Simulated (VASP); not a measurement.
## Au: single point with RPBE

Crystal: Au.

```xyz
2
Lattice="-3.0327 3.4528 1.3757 3.4528 -3.0327 1.3757 1.9881 1.9881 -0.6063" Properties=species:S:1:pos:R:3 pbc="T T T"
Au    3.4040   -2.9839    1.3757
Au   -0.3685    2.7767    1.0725
```

This cell differs from its parent crystal: volume scaled by 0.96.

| Item | Value |
| --- | --- |
| Program | VASP 6.6.1 |
| Task | single point |
| Functional | RPBE |
| Potentials or basis | VASP PAW PBE potentials, release 64 (Au) |
| Cutoff | 520 eV |
| k mesh | 13 × 13 × 12 |
| Occupations | fermi-dirac, width 0.1 eV |
| Spin | no spin polarisation |

```json
{"Pressure": "4.8 GPa", "Largest force": "0.026 eV/Å", "Band gap on the k mesh": "zero (band 11 reaches 11.68 eV, above the bottom of band 12 at 6.22 eV)"}
```

Forces on the atoms (eV/Å):
```
Au   0.019 -0.019  0.000
Au  -0.019  0.019  0.000
```

Stress tensor (GPa, compression positive):
```
 4.74 -0.95  0.19
-0.95  4.74  0.19
 0.19  0.19  5.00
```

Levels at points of the mesh, in eV from the Fermi level:
| k point | band 9 | band 10 | band 11 | band 12 | band 13 | band 14 |
| --- | --- | --- | --- | --- | --- | --- |
| (0.00, 0.00, 0.00) | -2.30 | -2.08 | -1.51 | 0.24 | 3.66 | 11.01 |
| (0.00, 0.00, 0.50) | -2.07 | -2.07 | 0.11 | 0.11 | 6.46 | 6.46 |

It took 8.5 min on 1 thread of Oxide Virtual Turin-like Processor (shared host), peak memory 0.39 GiB.

Caveat: the PAW data sets were made with another functional, which shifts forces and pressure a little; spin-orbit coupling is left out, which moves the levels of the heavy elements.
